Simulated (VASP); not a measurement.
# BeSe3 (P-42_1m) in VASP: a series of runs

The runs below take BeSe3 through single point, with PBE.

Program: VASP 6.6.1. These are calculated values, not measurements. Logs are shortened: lines on timing, memory, paths and dates and some standing lists are left out, and cuts for length are marked.

### Step 1. The cell of the first run

It takes space group P-42_1m (No. 113, tetragonal). The conventional cell has a = 5.256 Å, b = 5.256 Å, c = 7.466 Å, α = 90.00°, β = 90.00°, γ = 90.00°. Be (site symmetry -4) has 4 Se at 2.24 Å within 3.0 Å. Within 3.0 Å of Se (site symmetry m) lie 2 Be at 2.24 Å and 1 Se at 2.39 Å. Within 3.2 Å of Se (site symmetry 2mm) lie 2 Se at 2.39 Å.

### Step 2. Single point, PBE

INCAR reads:

```
SYSTEM = BeSe3
  ALGO = Normal
  EDIFF = 1E-7
  ENCUT = 520
  GGA = PE
  ISIF = 2
  ISMEAR = 0
  LASPH = .TRUE.
  LCHARG = .FALSE.
  LREAL = .FALSE.
  LWAVE = .FALSE.
  NBANDS = 30
  NELM = 100
  PREC = Accurate
  SIGMA = 0.2
```

KPOINTS reads:

```
k-points
0
G
  3 3 3
  0 0 0
```

POSCAR reads:

```
BeSe3
1.0
    5.2563785599      0.0000000000      0.0000000000
    0.0000000000      5.2563785599      0.0000000000
    0.0000000000      0.0000000000      7.4657176907
Be Se
2 6
Direct
    0.0000000000      0.0000000000      0.0000000000
    0.5000000000      0.5000000000      0.0000000000
    0.2627903563      0.7627903563      0.8328256945
    0.7372096437      0.2372096437      0.8328256945
    0.2372096437      0.2627903563      0.1671743055
    0.7627903563      0.7372096437      0.1671743055
    0.5000000000      0.0000000000      0.3510944481
    0.0000000000      0.5000000000      0.6489055519
```

Potentials or basis: VASP PAW PBE potentials, release 64 (Be, Se).

Command:

```sh
$ cat potpaw_PBE.64/Be/POTCAR potpaw_PBE.64/Se/POTCAR > POTCAR
$ mpirun -np 1 vasp_std > vasp.out
```

OUTCAR:

```text
SYSTEM = BeSe3
   EDIFF = 1E-7
   ENCUT = 520
   GGA = PE
   ISIF = 2
   ISMEAR = 0
   LASPH = .TRUE.
   LREAL = .FALSE.
   NELM = 100
   PREC = Accurate

 ion  position               nearest neighbor table
   1  0.000  0.000  0.000-   3 2.24   4 2.24   5 2.24   6 2.24
   2  0.500  0.500  0.000-   3 2.24   4 2.24   5 2.24   6 2.24
   3  0.263  0.763  0.833-   1 2.24   2 2.24   8 2.39
   4  0.737  0.237  0.833-   1 2.24   2 2.24   8 2.39
   5  0.237  0.263  0.167-   1 2.24   2 2.24   7 2.39
   6  0.763  0.737  0.167-   1 2.24   2 2.24   7 2.39
   7  0.500  0.000  0.351-   5 2.39   6 2.39
   8  0.000  0.500  0.649-   3 2.39   4 2.39

  LATTYP: Found a simple tetragonal cell.
 ALAT       =     5.2563785599
 C/A-ratio  =     1.4203158326

  Lattice vectors:

 A1 = (   5.2563785599,   0.0000000000,   0.0000000000)
 A2 = (   0.0000000000,   5.2563785599,   0.0000000000)
 A3 = (   0.0000000000,   0.0000000000,   7.4657176907)

Analysis of symmetry for initial positions (statically):
=====================================================================
 Subroutine PRICEL returns:
 Original cell was already a primitive cell.

 Routine SETGRP: Setting up the symmetry group for a
 simple tetragonal supercell.

 Subroutine GETGRP returns: Found  8 space group operations
 (whereof  4 operations were pure point group operations)
 out of a pool of 16 trial point group operations.

The static configuration has the point symmetry S_4 .
 The point group associated with its full space group is D_2d.

Analysis of symmetry for dynamics (positions and initial velocities):
=====================================================================
 Subroutine PRICEL returns:
 Original cell was already a primitive cell.

 Routine SETGRP: Setting up the symmetry group for a
 simple tetragonal supercell.

 Subroutine GETGRP returns: Found  8 space group operations
 (whereof  4 operations were pure point group operations)
 out of a pool of 16 trial point group operations.

The dynamic configuration has the point symmetry S_4 .
 The point group associated with its full space group is D_2d.

 Subroutine INISYM returns: Found  8 space group operations
 (whereof  4 operations are pure point group operations),
 and found     1 'primitive' translations

----------------------------------------------------------------------------------------

                                     Primitive cell

  volume of cell :     206.2742

  direct lattice vectors                    reciprocal lattice vectors
     5.256378560  0.000000000  0.000000000     0.190245050  0.000000000  0.000000000
     0.000000000  5.256378560  0.000000000     0.000000000  0.190245050  0.000000000
     0.000000000  0.000000000  7.465717691     0.000000000  0.000000000  0.133945595

  length of vectors
     5.256378560  5.256378560  7.465717691     0.190245050  0.190245050  0.133945595

  position of ions in fractional coordinates (direct lattice)
     0.000000000  0.000000000  0.000000000
     0.500000000  0.500000000  0.000000000
     0.262790356  0.762790356  0.832825695
     0.737209644  0.237209644  0.832825695
     0.237209644  0.262790356  0.167174305
     0.762790356  0.737209644  0.167174305
     0.500000000  0.000000000  0.351094448
     0.000000000  0.500000000  0.648905552

  ion indices of the primitive-cell ions
   primitive index   ion index
                 1           1
                 2           2
                 3           3
                 4           4
                 5           5
                 6           6
                 7           7
                 8           8

----------------------------------------------------------------------------------------

 KPOINTS: k-points

Automatic generation of k-mesh.
 Grid dimensions read from file:
 generate k-points for:    3    3    3

 Generating k-lattice:

  Cartesian coordinates                     Fractional coordinates (reciprocal lattice)
     0.063415017  0.000000000  0.000000000     0.333333333  0.000000000  0.000000000
     0.000000000  0.063415017  0.000000000     0.000000000  0.333333333  0.000000000
     0.000000000  0.000000000  0.044648532     0.000000000  0.000000000  0.333333333

  Length of vectors
     0.063415017  0.063415017  0.044648532

  Shift w.r.t. Gamma in fractional coordinates (k-lattice)
     0.000000000  0.000000000  0.000000000

 Subroutine IBZKPT returns following result:
 ===========================================

 Found      6 irreducible k-points:

 Following reciprocal coordinates:
            Coordinates               Weight
  0.000000  0.000000  0.000000      1.000000
  0.333333  0.000000  0.000000      4.000000
  0.333333  0.333333  0.000000      4.000000
  0.000000  0.000000  0.333333      2.000000
  0.333333  0.000000  0.333333      8.000000
  0.333333  0.333333  0.333333      8.000000
   k-points           NKPTS =      6   k-points in BZ     NKDIM =      6   number of bands    NBANDS=     30
   number of dos      NEDOS =    301   number of ions     NIONS =      8
   total plane-waves  NPLWV =  89600
   dimension x,y,z NGX =    40 NGY =   40 NGZ =   56
   dimension x,y,z NGXF=    80 NGYF=   80 NGZF=  112
   ions per type =               2   6
   NGX,Y,Z   is equivalent  to a cutoff of  12.65, 12.65, 12.47 a.u.
   NGXF,Y,Z  is equivalent  to a cutoff of  25.30, 25.30, 24.94 a.u.
 SYSTEM =  BeSe3
   PREC   = accura    normal or accurate (medium, high low for compatibility)
   ISTART =      0    job   : 0-new  1-cont  2-samecut
   ICHARG =      2    charge: 1-file 2-atom 10-const
   ISPIN  =      1    spin polarized calculation?
   LNONCOLLINEAR =      F non collinear calculations
   LSORBIT =      F    spin-orbit coupling
   LASPH  =      T    aspherical Exc in radial PAW
   ENCUT  =  520.0 eV  38.22 Ry    6.18 a.u.   9.77  9.77 13.88*2*pi/ulx,y,z
   NELM   =    100;   NELMIN=  2; NELMDL= -5     # of ELM steps
   EDIFF  = 0.1E-06   stopping-criterion for ELM
   LREAL  =      F    real-space projection
   EDIFFG = 0.1E-05   stopping-criterion for IOM
   NSW    =      0    number of steps for IOM
   IBRION =     -1    ionic relax: 0-MD 1-quasi-New 2-CG
   NFREE  =      0    steps in history (QN), initial steepest desc. (CG)
   ISIF   =      2    stress and relaxation
   ISYM   =      2    0-nonsym 1-usesym 2-fastsym
   POTIM  = 0.5000    time-step for ionic-motion
   TEBEG  =    0.0;   TEEND  =   0.0 temperature during run
   PSTRESS=    0.0 pullay stress
   NELECT =      40.0000    total number of electrons
   NUPDOWN=      -1.0000    fix difference up-down
   EMIN   =  10.00;   EMAX   =-10.00  energy-range for DOS
   EFERMI =   0.00;   METHOD = LEGACY
   ISMEAR =     0;   SIGMA  =   0.20  broadening in eV -4-tet -1-fermi 0-gaus
   EFERMI_NEDOS =   21; number of points for ismear=-14 and -15
   IALGO  =     38    algorithm
   IMIX   =      4    mixing-type and parameters
     AMIX     =   0.40;   BMIX     =  1.00
     AMIX_MAG =   1.60;   BMIX_MAG =  1.00
  volume/ion in A,a.u.               =      25.78       174.00
  Fermi-wavevector in a.u.,A,eV,Ry     =   0.947574  1.790656 12.216628  0.897897
  Thomas-Fermi vector in A             =   2.075680
   LORBIT       =      0    0 simple, 1 ext, 2 COOP (PROOUT), +10 PAW based schemes
   GGA     = PE    functional components
   LHFCALC =     F    Hartree Fock is set to
   AEXX    =    0.0000 exact exchange contribution
   IVDW    =     0    specifies the selected vdW correction
   LEPSILON=     F    determine dielectric tensor
   LRPA    =     F    only Hartree local field effects (RPA)
 non-spin polarized calculation
 Gauss-broadening in eV      SIGMA  =   0.20
  energy-cutoff  :      520.00
  volume of cell :      206.27
 maximum number of plane-waves:      5567
 NGX is ok and might be reduce to    40
   NGX = 19   NGY = 19   NGZ = 27

 number of electron      39.9999998 magnetization

 Free energy of the ion-electron system (eV)
  ---------------------------------------------------
  ext. energy  EPLUGINS =         0.00000000
  ---------------------------------------------------
  free energy    TOTEN  =       -31.12621026 eV

  energy without entropy =      -31.12607916  energy(sigma->0) =      -31.12614471

 E-fermi :   1.9890     XC(G=0):  -8.2750

 val. band max:        1.5189679273   @ k =   0.0000   0.0000   0.3333
 cond. band min:       2.4306434036   @ k =   0.0000   0.0000   0.3333
 fundamental gap:      0.9116754763
 Fermi energy:         1.9889781410

 k-point     1 :       0.0000    0.0000    0.0000
  band No.  band energies     occupation
      1     -13.1328      2.00000
      2     -12.6180      2.00000
      3     -10.8991      2.00000
      4     -10.8991      2.00000
      5      -9.7410      2.00000
      6      -9.0618      2.00000
[... 22 lines left out ...]
     29       7.8492      0.00000
     30       7.8962      0.00000

 k-point     2 :       0.3333    0.0000    0.0000
  band No.  band energies     occupation
      1     -12.9107      2.00000
      2     -12.6151      2.00000
      3     -11.2082      2.00000
      4     -11.1630      2.00000
      5      -9.3911      2.00000
      6      -9.0280      2.00000
[... 22 lines left out ...]
     29       7.8910      0.00000
     30       8.1687      0.00000

 k-point     3 :       0.3333    0.3333    0.0000
  band No.  band energies     occupation
      1     -12.7637      2.00000
      2     -12.6016      2.00000
      3     -11.3155      2.00000
      4     -11.2076      2.00000
      5      -9.3745      2.00000
      6      -9.1133      2.00000
[... 22 lines left out ...]
     29       7.9739      0.00000
     30       8.1319      0.00000

 k-point     4 :       0.0000    0.0000    0.3333
  band No.  band energies     occupation
      1     -13.0745      2.00000
      2     -12.6974      2.00000
      3     -10.8988      2.00000
      4     -10.8988      2.00000
      5      -9.7321      2.00000
      6      -9.0234      2.00000
[... 22 lines left out ...]
     29       7.4639      0.00000
     30       7.9683      0.00000

 k-point     5 :       0.3333    0.0000    0.3333
  band No.  band energies     occupation
      1     -12.8704      2.00000
      2     -12.6525      2.00000
      3     -11.2154      2.00000
      4     -11.1855      2.00000
      5      -9.3718      2.00000
      6      -9.0065      2.00000
[... 22 lines left out ...]
     29       7.7192      0.00000
     30       7.9459      0.00000

 k-point     6 :       0.3333    0.3333    0.3333
  band No.  band energies     occupation
      1     -12.7403      2.00000
      2     -12.6185      2.00000
      3     -11.3311      2.00000
      4     -11.2070      2.00000
      5      -9.3755      2.00000
      6      -9.1114      2.00000
[... 22 lines left out ...]
     29       7.8890      0.00000
     30       8.3545      0.00000

------------------------ aborting loop because EDIFF is reached ----------------------------------------

  FORCE on cell =-STRESS in cart. coord.  units (eV):
  Direction    XX          YY          ZZ          XY          YZ          ZX
  --------------------------------------------------------------------------------------
  -------------------------------------------------------------------------------------
  Total       -0.2344297     -0.2344297      0.5362219      0.0000000      0.0000000      0.0000000
  in kB       -1.8208677     -1.8208677      4.1649547      0.0000000      0.0000000      0.0000000
  external PRESSURE =       0.1744064 kB  Pullay stress =       0.0000000 kB

 VOLUME and BASIS-vectors are now :
 -----------------------------------------------------------------------------
  energy-cutoff  :      520.00
  volume of cell :      206.27
      direct lattice vectors                 reciprocal lattice vectors
     5.256378560  0.000000000  0.000000000     0.190245050  0.000000000  0.000000000
     0.000000000  5.256378560  0.000000000     0.000000000  0.190245050  0.000000000
     0.000000000  0.000000000  7.465717691     0.000000000  0.000000000  0.133945595

 POSITION                                       TOTAL-FORCE (eV/Angst)
 -----------------------------------------------------------------------------------
      0.00000      0.00000      0.00000         0.000000      0.000000      0.000000
      2.62819      2.62819      0.00000         0.000000      0.000000      0.000000
      1.38133      4.00951      6.21764        -0.008733     -0.008733      0.009960
      3.87505      1.24686      6.21764         0.008733      0.008733      0.009960
      1.24686      1.38133      1.24808         0.008733     -0.008733     -0.009960
      4.00951      3.87505      1.24808        -0.008733      0.008733     -0.009960
      2.62819      0.00000      2.62117         0.000000      0.000000      0.050036
      0.00000      2.62819      4.84455        -0.000000      0.000000     -0.050036
 -----------------------------------------------------------------------------------
    total drift:                                0.000000      0.000000      0.000000

  FREE ENERGIE OF THE ION-ELECTRON SYSTEM (eV)
  ---------------------------------------------------
  free  energy   TOTEN  =       -31.1262102594 eV

  energy  without entropy=      -31.1260791569  energy(sigma->0) =      -31.12614471
```

Run time: 73 s. Hardware: 1 thread of Intel Xeon 8259CL, shared host; peak memory 0.28 GiB.

What came out:

```yaml
Free_energy: -31.1262 eV
Pressure: 0.0 GPa
Largest_force: 0.050 eV/Å
Band_gap_on_the_k_mesh: 0.91 eV
```

Forces on the atoms (eV/Å):
```
Be   0.000  0.000  0.000
Be   0.000  0.000  0.000
Se  -0.009 -0.009  0.010
Se   0.009  0.009  0.010
Se   0.009 -0.009 -0.010
Se  -0.009  0.009 -0.010
Se   0.000  0.000  0.050
Se   0.000  0.000 -0.050
```

Stress tensor (GPa, compression positive):
```
-0.18  0.00  0.00
 0.00 -0.18  0.00
 0.00  0.00  0.42
```

A k mesh can miss the band edges.

### Step 3. Single point, PBE

This run uses another cell than the first one, of 25.93 Å³/atom.

INCAR reads:

```
SYSTEM = BeSe3
ALGO = Normal
EDIFF = 1E-6
ENCUT = 520
GGA = PE
ISIF = 2
ISMEAR = 0
LASPH = .True.
LCHARG = .False.
LREAL = .False.
LWAVE = .False.
NBANDS = 30
NELM = 60
PREC = Accurate
SIGMA = 0.1
```

KPOINTS reads:

```
k-points
0
Gamma
  4 4 2
  0 0 0
```

POSCAR reads:

```
BeSe3
1.0
    5.2203964251      0.0000000000      0.0000000000
    0.0000000000      5.2203964251      0.0000000000
    0.0000000000      0.0000000000      7.6112479369
Be Se
2 6
Direct
    0.0000000000      0.0000000000      0.0000000000
    0.5000000000      0.5000000000      1.0000000000
    0.2637019260      0.7637019260      0.8345546709
    0.7362980740      0.2362980740      0.8345546709
    0.2362980740      0.2637019260      0.1654453291
    0.7637019260      0.7362980740      0.1654453291
    0.5000000000      1.0000000000      0.3469840383
    0.0000000000      0.5000000000      0.6530159617
```

Potentials or basis: VASP PAW PBE potentials, release 64 (Be, Se).

Command:

```sh
$ cat potpaw_PBE.64/Be/POTCAR potpaw_PBE.64/Se/POTCAR > POTCAR
$ mpirun -np 1 vasp_std > vasp.out
```

It took 94 s on 1 thread of Intel Xeon 8259CL, shared host; peak memory 0.31 GiB.

The run converged. Its results:

| Quantity | Value |
| --- | --- |
| Free energy | -31.1416 eV |
| Pressure | 0.1 GPa |
| Largest force | 0.022 eV/Å |
| Band gap on the k mesh | 0.68 eV |

Forces in eV/Å, atoms in the order of the input:
```
Be   0.000  0.000  0.000
Be   0.000  0.000  0.000
Se   0.010  0.010 -0.002
Se  -0.010 -0.010 -0.002
Se  -0.010  0.010  0.002
Se   0.010 -0.010  0.002
Se   0.000  0.000  0.022
Se   0.000  0.000 -0.022
```

Levels at points of the mesh, in eV from the valence-band top:
```
           k point  band 18  band 19  band 20  band 21  band 22  band 23
(0.00, 0.00, 0.00)    -1.26    -0.20    -0.20     1.41     1.70     2.45
(0.50, 0.00, 0.00)    -1.62    -0.49    -0.49     2.07     2.07     3.01
(0.50, 0.50, 0.00)    -1.13    -0.01    -0.01     1.37     1.37     2.99
(0.00, 0.00, 0.50)    -0.70     0.00     0.00     0.68     1.62     2.48
(0.50, 0.00, 0.50)    -1.52    -0.44    -0.44     2.13     2.13     3.02
(0.50, 0.50, 0.50)    -0.96    -0.42    -0.42     1.87     1.87     2.92
```

Caveat: semilocal functionals underestimate gaps, and a narrow one can read as zero.
